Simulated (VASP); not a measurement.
**VClO: single point with LDA+U**

VClO:

```xyz
6
Lattice="3.3000 0.0000 0.0000 0.0000 3.7800 0.0000 0.0000 0.0000 7.9100" Properties=species:S:1:pos:R:3 pbc="T T T"
V     0.0000    1.8900    0.9081
V     1.6500    0.0000    7.0019
Cl    1.6500    1.8900    2.5937
Cl    0.0000    0.0000    5.3163
O     1.6500    1.8900    7.5477
O     0.0000    0.0000    0.3623
```

| Property | Result |
| --- | --- |
| Program | VASP 6.6.1 |
| Task | single point |
| Functional | LDA |
| Potentials or basis | VASP PAW LDA potentials, release 64 (V_sv, Cl, O) |
| Cutoff | 520 eV |
| k mesh | 6 × 5 × 3 |
| Occupations | gaussian, width 0.05 eV |
| Spin | collinear spin, antiferromagnetic start |
| Starting moments | [-1.63, 1.63, 0.0, 0.0, 0.0, 0.0] μB |
| Hubbard terms | V d U = 5.0 eV, J = 0.7 eV |

```yaml
Pressure: 0.8 GPa
Largest_force: 0.179 eV/Å
Band_gap_on_the_k_mesh: 2.14 eV
Net_moment: 0.00 μB per cell
Site_moments: V -1.84, +1.84; Cl -0.00, +0.00; O -0.01, +0.01 μB
Valence_electrons_inside_the_program's_atomic_spheres: V 11.35; Cl 5.13; O 5.07
```

Forces on the atoms (eV/Å):
```
V    0.000  0.000 -0.098
V    0.000  0.000  0.098
Cl   0.000  0.000  0.179
Cl   0.000  0.000 -0.179
O    0.000  0.000  0.144
O    0.000  0.000 -0.144
```

Stress tensor (GPa, compression positive):
```
0.99 0.00 0.00
0.00 1.22 0.00
0.00 0.00 0.26
```

Levels at points of the mesh, in eV from the valence-band top:
Spin up:
```csv
k point,band 23,band 24,band 25,band 26,band 27,band 28,band 29,band 30
"(0.00, 0.00, 0.00)",-1.64,-1.54,-1.17,-0.78,3.27,3.59,4.06,4.17
"(0.50, 0.00, 0.00)",-1.83,-1.29,-0.43,-0.22,2.79,3.53,3.77,4.26
```
Spin down:
| k point | band 24 | band 25 | band 26 | band 27 | band 28 | band 29 |
| --- | --- | --- | --- | --- | --- | --- |
| (0.00, 0.00, 0.00) | -1.54 | -1.17 | -0.78 | 3.27 | 3.59 | 4.06 |
| (0.50, 0.00, 0.00) | -1.29 | -0.43 | -0.22 | 2.79 | 3.53 | 3.77 |

Eigenvalues of the final occupation matrices:
| site | spin | trace | eigenvalues |
| --- | --- | --- | --- |
| site 1 d | 1 | 0.54 | 0.04 0.04 0.08 0.18 0.20 |
| site 1 d | 2 | 2.37 | 0.10 0.20 0.22 0.92 0.93 |
| site 2 d | 1 | 2.37 | 0.10 0.20 0.22 0.92 0.93 |
| site 2 d | 2 | 0.54 | 0.04 0.04 0.08 0.18 0.20 |

Run time: 2.9 min on 1 thread of Intel(R) Xeon(R) Platinum 8375C CPU @ 2.90GHz (Ice Lake), with other jobs on the host, peak memory 0.27 GiB.

Caveat: an odd mesh through Γ misses points on the zone boundary, where band edges can lie.
